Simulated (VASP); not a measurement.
Wanted: the native input for a VASP 6.6.1 run.

- Task: relaxation of the atoms
- Functional: r2SCAN
- Potentials or basis: VASP PAW PBE potentials, release 64 (Ag, O)
- Cutoff: 580 eV
- k mesh: 7 × 7 × 7
- Occupations: fermi-dirac, width 0.1 eV
- Spin: no spin polarisation
- Dipole correction: no
- Further INCAR settings: ALGO = Normal; EDIFF = 1e-07; IBRION = 2; EDIFFG = -0.01; NSW = 50

Crystal: Ag2O.

```
Ag O
1.0
     4.72542    0.00000    0.00000
     0.00000    4.72542    0.00000
     0.00000    0.00000    4.72542
Ag O
4 2
Cartesian
  1.1814 1.1814 1.1814
  1.1814 3.5441 3.5441
  3.5441 3.5441 1.1814
  3.5441 1.1814 3.5441
  0.0000 0.0000 0.0000
  2.3627 2.3627 2.3627
```

One way to write it, as run:

POSCAR

```
Ag2O
1.0
    4.7254164700      0.0000000000      0.0000000000
    0.0000000000      4.7254164700      0.0000000000
    0.0000000000      0.0000000000      4.7254164700
Ag O
4 2
Direct
    0.2500000000      0.2500000000      0.2500000000
    0.2500000000      0.7500000000      0.7500000000
    0.7500000000      0.7500000000      0.2500000000
    0.7500000000      0.2500000000      0.7500000000
    0.0000000000      0.0000000000      0.0000000000
    0.5000000000      0.5000000000      0.5000000000
```

INCAR.step1

```
  PREC = Accurate
  ENCUT = 580
  ISMEAR = -1
  SIGMA = 0.1
  LREAL = False
  LASPH = True
  NELM = 120
  GGA = PE
  ALGO = Normal
  EDIFF = 1E-5
  LWAVE = True
  LCHARG = False
  GGA_COMPAT = False
  IBRION = 2
  EDIFFG = -0.01
  NELMIN = 4
  NSW = 100
  KPAR = 4
```

INCAR.step2

```
  PREC = Accurate
  ENCUT = 580
  EDIFF = 1E-7
  ISMEAR = -1
  SIGMA = 0.1
  LREAL = False
  LASPH = True
  NELM = 120
  ALGO = Normal
  ISIF = 2
  LWAVE = False
  LCHARG = False
  METAGGA = R2SCAN
  LMIXTAU = True
  IBRION = 2
  NSW = 50
  EDIFFG = -0.01
  ISTART = 1
  GGA_COMPAT = False
  NELMIN = 4
  KPAR = 4
```

KPOINTS

```
regular mesh
0
Gamma
  7 7 7
```

Potentials or basis: VASP PAW PBE potentials, release 64 (Ag, O).

The run is started by

```bash
$ cat potpaw_PBE.64/Ag/POTCAR potpaw_PBE.64/O/POTCAR > POTCAR
$ cp INCAR.step1 INCAR
$ mpirun -np 4 vasp_std > vasp.out
$ cp INCAR.step2 INCAR
$ mpirun -np 4 vasp_std > vasp.out
```

It gave:

- Pressure after relaxing: 1.5 GPa
- Band gap on the k mesh: 0.27 eV

Caveat: the relaxation stopped at its first step, so nothing moved; semilocal functionals underestimate gaps, and a narrow one can read as zero; the PAW data sets were made with another functional, which shifts forces and pressure a little; an odd mesh through Γ misses points on the zone boundary, where band edges can lie.

Run time: 2.3 min on 4 MPI ranks on AMD EPYC 7R43 64-Core Processor (Zen 3), with other jobs on the host, peak memory 0.26 GiB a rank.
